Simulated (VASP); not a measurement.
# Cu (Fm-3m) in VASP: further runs

Cu is run at these levels: PBE; tasks: single point.

Everything below comes from runs of VASP 6.6.1. Logs are shortened: lines on timing, memory, paths and dates and some standing lists are left out, and cuts for length are marked.

### 1 The cell of the first run

Symmetry: Fm-3m, No. 225, cubic system. Conventional cell: a = 3.627 Å, b = 3.627 Å, c = 3.627 Å, α = 90.00°, β = 90.00°, γ = 90.00°. Within 3.4 Å of Cu (site symmetry m-3m) lie 12 Cu at 2.56 Å.

### 2 Single point, PBE

Contents of INCAR:

```
SYSTEM = Cu
PREC = Accurate
ENCUT = 600
EDIFF = 1E-6
ISMEAR = -1
SIGMA = 0.05
LREAL = .FALSE.
LASPH = .TRUE.
NELM = 120
ALGO = Normal
ISIF = 2
LWAVE = .FALSE.
LCHARG = .FALSE.
GGA = PE
NBANDS = 12
GGA_COMPAT = .FALSE.
```

Contents of KPOINTS:

```
regular mesh
0
G
  11 11 11
  0 0 0
```

Contents of POSCAR:

```
Cu
1.0
    0.0000000000      1.8135050275      1.8135050275
    1.8135050275      0.0000000000      1.8135050275
    1.8135050275      1.8135050275      0.0000000000
Cu
1
Direct
    0.0000000000      0.0000000000      0.0000000000
```

Potentials or basis: VASP PAW PBE potentials, release 64 (Cu).

Command:

```
$ cat potpaw_PBE.64/Cu/POTCAR > POTCAR
$ mpirun -np 1 vasp_std > vasp.out
```

OUTCAR:

```text
SYSTEM = Cu
   PREC = Accurate
   ENCUT = 600
   EDIFF = 1E-6
   ISMEAR = -1
   LREAL = .FALSE.
   LASPH = .TRUE.
   NELM = 120
   ISIF = 2
   GGA = PE

 ion  position               nearest neighbor table
   1  0.000  0.000  0.000-

  LATTYP: Found a face centered cubic cell.
 ALAT       =     3.6270100550

  Lattice vectors:

 A1 = (   0.0000000000,   1.8135050275,   1.8135050275)
 A2 = (   1.8135050275,   0.0000000000,   1.8135050275)
 A3 = (   1.8135050275,   1.8135050275,   0.0000000000)

Analysis of symmetry for initial positions (statically):
=====================================================================
 Subroutine PRICEL returns:
 Original cell was already a primitive cell.

 Routine SETGRP: Setting up the symmetry group for a
 face centered cubic supercell.

 Subroutine GETGRP returns: Found 48 space group operations
 (whereof 48 operations were pure point group operations)
 out of a pool of 48 trial point group operations.

The static configuration has the point symmetry O_h .

Analysis of symmetry for dynamics (positions and initial velocities):
=====================================================================
 Subroutine PRICEL returns:
 Original cell was already a primitive cell.

 Routine SETGRP: Setting up the symmetry group for a
 face centered cubic supercell.

 Subroutine GETGRP returns: Found 48 space group operations
 (whereof 48 operations were pure point group operations)
 out of a pool of 48 trial point group operations.

The dynamic configuration has the point symmetry O_h .

 Subroutine INISYM returns: Found 48 space group operations
 (whereof 48 operations are pure point group operations),
 and found     1 'primitive' translations

----------------------------------------------------------------------------------------

                                     Primitive cell

  volume of cell :      11.9285

  direct lattice vectors                    reciprocal lattice vectors
     0.000000000  1.813505027  1.813505027    -0.275709189  0.275709189  0.275709189
     1.813505027  0.000000000  1.813505027     0.275709189 -0.275709189  0.275709189
     1.813505027  1.813505027  0.000000000     0.275709189  0.275709189 -0.275709189

  length of vectors
     2.564683405  2.564683405  2.564683405     0.477542323  0.477542323  0.477542323

  position of ions in fractional coordinates (direct lattice)
     0.000000000  0.000000000  0.000000000

  ion indices of the primitive-cell ions
   primitive index   ion index
                 1           1

----------------------------------------------------------------------------------------

 KPOINTS: regular mesh

Automatic generation of k-mesh.
 Grid dimensions read from file:
 generate k-points for:   11   11   11

 Generating k-lattice:

  Cartesian coordinates                     Fractional coordinates (reciprocal lattice)
    -0.025064472  0.025064472  0.025064472     0.090909091  0.000000000  0.000000000
     0.025064472 -0.025064472  0.025064472     0.000000000  0.090909091  0.000000000
     0.025064472  0.025064472 -0.025064472     0.000000000  0.000000000  0.090909091

  Length of vectors
     0.043412938  0.043412938  0.043412938

  Shift w.r.t. Gamma in fractional coordinates (k-lattice)
     0.000000000  0.000000000  0.000000000

 Subroutine IBZKPT returns following result:
 ===========================================

 Found     56 irreducible k-points:

 Following reciprocal coordinates:
            Coordinates               Weight
  0.000000  0.000000  0.000000      1.000000
  0.090909  0.000000  0.000000      8.000000
  0.181818  0.000000  0.000000      8.000000
  0.272727  0.000000  0.000000      8.000000
  0.363636  0.000000  0.000000      8.000000
  0.454545  0.000000  0.000000      8.000000
[... 16 lines left out ...]
 -0.272727  0.181818  0.000000     24.000000
 -0.181818  0.181818  0.000000     12.000000
 [... further k-points ...]
   k-points           NKPTS =     56   k-points in BZ     NKDIM =     56   number of bands    NBANDS=     12
   number of dos      NEDOS =    301   number of ions     NIONS =      1
   total plane-waves  NPLWV =   8000
   dimension x,y,z NGX =    20 NGY =   20 NGZ =   20
   dimension x,y,z NGXF=    40 NGYF=   40 NGZF=   40
   ions per type =               1
   NGX,Y,Z   is equivalent  to a cutoff of  12.96, 12.96, 12.96 a.u.
   NGXF,Y,Z  is equivalent  to a cutoff of  25.93, 25.93, 25.93 a.u.
 SYSTEM =  Cu
   PREC   = accura    normal or accurate (medium, high low for compatibility)
   ISTART =      0    job   : 0-new  1-cont  2-samecut
   ICHARG =      2    charge: 1-file 2-atom 10-const
   ISPIN  =      1    spin polarized calculation?
   LNONCOLLINEAR =      F non collinear calculations
   LSORBIT =      F    spin-orbit coupling
   LASPH  =      T    aspherical Exc in radial PAW
   ENCUT  =  600.0 eV  44.10 Ry    6.64 a.u.   5.12  5.12  5.12*2*pi/ulx,y,z
   NELM   =    120;   NELMIN=  2; NELMDL= -5     # of ELM steps
   EDIFF  = 0.1E-05   stopping-criterion for ELM
   LREAL  =      F    real-space projection
   EDIFFG = 0.1E-04   stopping-criterion for IOM
   NSW    =      0    number of steps for IOM
   IBRION =     -1    ionic relax: 0-MD 1-quasi-New 2-CG
   NFREE  =      0    steps in history (QN), initial steepest desc. (CG)
   ISIF   =      2    stress and relaxation
   ISYM   =      2    0-nonsym 1-usesym 2-fastsym
   POTIM  = 0.5000    time-step for ionic-motion
   TEBEG  =    0.0;   TEEND  =   0.0 temperature during run
   PSTRESS=    0.0 pullay stress
   NELECT =      11.0000    total number of electrons
   NUPDOWN=      -1.0000    fix difference up-down
   EMIN   =  10.00;   EMAX   =-10.00  energy-range for DOS
   EFERMI =   0.00;   METHOD = LEGACY
   ISMEAR =    -1;   SIGMA  =   0.05  broadening in eV -4-tet -1-fermi 0-gaus
   EFERMI_NEDOS =   21; number of points for ismear=-14 and -15
   IALGO  =     38    algorithm
   IMIX   =      4    mixing-type and parameters
     AMIX     =   0.40;   BMIX     =  1.00
     AMIX_MAG =   1.60;   BMIX_MAG =  1.00
  volume/ion in A,a.u.               =      11.93        80.50
  Fermi-wavevector in a.u.,A,eV,Ry     =   1.593469  3.011220 34.547146  2.539144
  Thomas-Fermi vector in A             =   2.691694
   LORBIT       =      0    0 simple, 1 ext, 2 COOP (PROOUT), +10 PAW based schemes
   GGA     = PE    functional components
   LHFCALC =     F    Hartree Fock is set to
   AEXX    =    0.0000 exact exchange contribution
   IVDW    =     0    specifies the selected vdW correction
   LEPSILON=     F    determine dielectric tensor
   LRPA    =     F    only Hartree local field effects (RPA)
 non-spin polarized calculation
  energy-cutoff  :      600.00
  volume of cell :       11.93
 maximum number of plane-waves:       411
   NGX = 11   NGY = 11   NGZ = 11

 number of electron      10.9999998 magnetization

 Free energy of the ion-electron system (eV)
  ---------------------------------------------------
  ext. energy  EPLUGINS =         0.00000000
  ---------------------------------------------------
  free energy    TOTEN  =        -3.73339792 eV

  energy without entropy =       -3.73201224  energy(sigma->0) =       -3.73270508

 E-fermi :   7.5570     XC(G=0): -12.6691

 val. band max:        7.4132061180   @ k =   0.4545   0.2727   0.0000
 cond. band min:       7.6604092358   @ k =   0.4545   0.3636   0.0000
 fundamental gap:      0.2472031178
 Fermi energy:         7.5570246497

 k-point     1 :       0.0000    0.0000    0.0000
  band No.  band energies     occupation
      1      -1.8135      2.00000
      2       4.4596      2.00000
      3       4.4596      2.00000
      4       4.4596      2.00000
      5       5.2686      2.00000
      6       5.2686      2.00000
      7      29.9765      0.00000
      8      32.5436      0.00000
      9      32.5436      0.00000
     10      32.5436      0.00000
     11      35.0264      0.00000
     12      35.0264      0.00000

 k-point     2 :       0.0909    0.0000    0.0000
  band No.  band energies     occupation
      1      -1.5157      2.00000
      2       4.3992      2.00000
      3       4.5130      2.00000
      4       4.5130      2.00000
      5       5.2492      2.00000
      6       5.2492      2.00000
      7      27.8725      0.00000
      8      30.7554      0.00000
      9      31.7581      0.00000
     10      31.7581      0.00000
     11      36.2236      0.00000
     12      36.2236      0.00000

 k-point     3 :       0.1818    0.0000    0.0000
  band No.  band energies     occupation
      1      -0.6519      2.00000
      2       4.2663      2.00000
      3       4.6077      2.00000
      4       4.6077      2.00000
      5       5.2516      2.00000
      6       5.2516      2.00000
      7      23.2253      0.00000
      8      30.3088      0.00000
      9      30.7180      0.00000
     10      30.7180      0.00000
     11      36.8629      0.00000
     12      37.2882      0.00000

 k-point     4 :       0.2727    0.0000    0.0000
  band No.  band energies     occupation
      1       0.6425      2.00000
      2       4.2294      2.00000
      3       4.5983      2.00000
      4       4.5983      2.00000
      5       5.4030      2.00000
      6       5.4030      2.00000
      7      18.7395      0.00000
      8      29.6634      0.00000
      9      29.9747      0.00000
     10      29.9747      0.00000
     11      35.2604      0.00000
     12      35.2604      0.00000

 k-point     5 :       0.3636    0.0000    0.0000
  band No.  band energies     occupation
      1       1.8874      2.00000
      2       4.5066      2.00000
      3       4.5066      2.00000
      4       4.7435      2.00000
      5       5.6409      2.00000
      6       5.6409      2.00000
      7      14.7454      0.00000
      8      28.9630      0.00000
      9      29.5539      0.00000
     10      29.5539      0.00000
     11      33.4982      0.00000
     12      33.4982      0.00000
[... 228 lines left out ...]
      1       2.9851      2.00000
      2       4.0194      2.00000
      3       4.5657      2.00000
      4       4.7729      2.00000
      5       5.8059      2.00000
      6       8.8293      0.00000
      7      11.5883      0.00000
      8      21.8890      0.00000
      9      25.5605      0.00000
     10      27.7077      0.00000
     11      37.4530      0.00000
     12      38.0751      0.00000

 k-point    22 :      -0.3636    0.1818    0.0000
  band No.  band energies     occupation
      1       2.9245      2.00000
      2       4.1246      2.00000
      3       4.4139      2.00000
      4       4.7640      2.00000
      5       5.5897      2.00000
      6       7.8497      0.00572
      7      13.2190      0.00000
      8      21.0636      0.00000
      9      27.0248      0.00000
     10      28.4246      0.00000
     11      36.7197      0.00000
     12      37.3658      0.00000

 k-point    23 :      -0.2727    0.1818    0.0000
  band No.  band energies     occupation
      1       2.3117      2.00000
      2       4.0332      2.00000
      3       4.3192      2.00000
      4       4.8279      2.00000
      5       5.2699      2.00000
      6       6.5739      2.00000
      7      16.8282      0.00000
      8      20.8285      0.00000
      9      29.0960      0.00000
     10      29.6739      0.00000
     11      36.2192      0.00000
     12      36.4833      0.00000

 k-point    24 :      -0.1818    0.1818    0.0000
  band No.  band energies     occupation
      1       1.0892      2.00000
      2       4.0073      2.00000
      3       4.5176      2.00000
      4       4.9437      2.00000
      5       4.9547      2.00000
      6       5.8956      2.00000
      7      20.7298      0.00000
      8      21.4549      0.00000
      9      31.4059      0.00000
     10      31.6520      0.00000
     11      34.5496      0.00000
     12      36.7890      0.00000

 [... further k-points ...]

------------------------ aborting loop because EDIFF is reached ----------------------------------------

  FORCE on cell =-STRESS in cart. coord.  units (eV):
  Direction    XX          YY          ZZ          XY          YZ          ZX
  --------------------------------------------------------------------------------------
  -------------------------------------------------------------------------------------
  Total        0.0476421      0.0476421      0.0476421     -0.0000000      0.0000000      0.0000000
  in kB        6.3990394      6.3990394      6.3990394     -0.0000000      0.0000000      0.0000000
  external PRESSURE =       6.3990394 kB  Pullay stress =       0.0000000 kB

 VOLUME and BASIS-vectors are now :
 -----------------------------------------------------------------------------
  energy-cutoff  :      600.00
  volume of cell :       11.93
      direct lattice vectors                 reciprocal lattice vectors
     0.000000000  1.813505027  1.813505027    -0.275709189  0.275709189  0.275709189
     1.813505027  0.000000000  1.813505027     0.275709189 -0.275709189  0.275709189
     1.813505027  1.813505027  0.000000000     0.275709189  0.275709189 -0.275709189

 POSITION                                       TOTAL-FORCE (eV/Angst)
 -----------------------------------------------------------------------------------
      0.00000      0.00000      0.00000         0.000000      0.000000      0.000000
 -----------------------------------------------------------------------------------
    total drift:                               -0.000000     -0.000000     -0.000000

  FREE ENERGIE OF THE ION-ELECTRON SYSTEM (eV)
  ---------------------------------------------------
  free  energy   TOTEN  =        -3.7333979181 eV

  energy  without entropy=       -3.7320122417  energy(sigma->0) =       -3.73270508
```

It took 5.4 s on 1 thread of AMD EPYC 9R45 (Zen 5), shared host; peak memory 0.1 GiB.

Results:

```
Free energy : -3.7334 eV
Pressure    : 0.6 GPa
```

(Continued in part 2 of 2.)
